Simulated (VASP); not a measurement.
Runs of VASP 6.6.1 on B. The structure is that of space group P4_322 (No. 95), or close to it. The cells are those of the table. 

```csv
task,cell,k mesh,cutoff (eV),smearing,gap on the mesh (eV),pressure (GPa),largest force (eV/Å)
relaxation of cell and atoms,"relaxed from a = 4.941, b = 4.941, c = 2.642 Å, 8 atoms",4 × 4 × 6,600,gaussian 0.1 eV,0.09,-0.2,0.02
single point,"a = 4.498, b = 4.498, c = 3.237 Å, 8 atoms",8 × 8 × 12,520,gaussian 0.01 eV,none,0.0,0.01
single point,"a = 4.941, b = 4.941, c = 2.642 Å, 8 atoms",4 × 4 × 6,520,gaussian 0.1 eV,none,(a),2.04
single point,"a = 4.495, b = 4.495, c = 3.240 Å, 8 atoms",8 × 8 × 12,520,gaussian 0.1 eV,none,0.0,0.01
single point,"a = 4.538, b = 4.538, c = 3.209 Å, 8 atoms",4 × 4 × 6,520,gaussian 0.1 eV,0.10,(b),0.01
```

Alike in all rows: level PBE; potentials or basis VASP PAW PBE potentials, release 64 (B); no spin polarisation.

Fill in the values left out.

(a) 21.7; (b) -0.1.

Caveats: some runs use coarse meshes; forces of over 1 eV/Å act on the atoms, so gaps and moduli don't describe the material at rest (some runs).

A k mesh can miss the band edges.

A gap of «none» marks levels without a gap at the run's occupations.
